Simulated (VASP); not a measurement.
A run of VASP 6.6.1:

File INCAR:

```
PREC = Accurate ; ENCUT = 600
EDIFF = 1E-6 ; ISMEAR = 0
SIGMA = 0.01 ; LREAL = False
LASPH = True ; NELM = 120
ALGO = Normal ; ISIF = 2
LWAVE = False ; LCHARG = True
GGA = PS ; LELF = True
LVHAR = True ; NBANDS = 26
GGA_COMPAT = False
```

Contents of KPOINTS:

```
Automatic mesh
0
Gamma
  4 4 8
```

POSCAR

```
BN
1.0
    4.4242230000      0.0000000000      0.0000000000
    0.0000000000      4.4242230000      0.0000000000
    0.0000000000      0.0000000000      2.5503560000
B N
4 4
Direct
    0.1742830000      0.8257170000      0.5000000000
    0.3257170000      0.3257170000      0.0000000000
    0.6742830000      0.6742830000      0.0000000000
    0.8257170000      0.1742830000      0.5000000000
    0.8126010000      0.8126010000      0.5000000000
    0.3126010000      0.6873990000      0.0000000000
    0.6873990000      0.3126010000      0.0000000000
    0.1873990000      0.1873990000      0.5000000000
```

Potentials or basis: VASP PAW PBE potentials, release 64 (B, N).

Command:

```bash
$ cat potpaw_PBE.64/B/POTCAR potpaw_PBE.64/N/POTCAR > POTCAR
$ mpirun -np 1 vasp_std > vasp.out
```

Hardware: 1 thread of Intel(R) Xeon(R) 6975P-C (Granite Rapids), on a shared host.

Problem. How long does it take, and how much memory?

Solution. It took 15 s on 1 thread of Intel(R) Xeon(R) 6975P-C (Granite Rapids), with other jobs on the host, peak memory 0.18 GiB. Counts: scf iterations 13, k points 30.
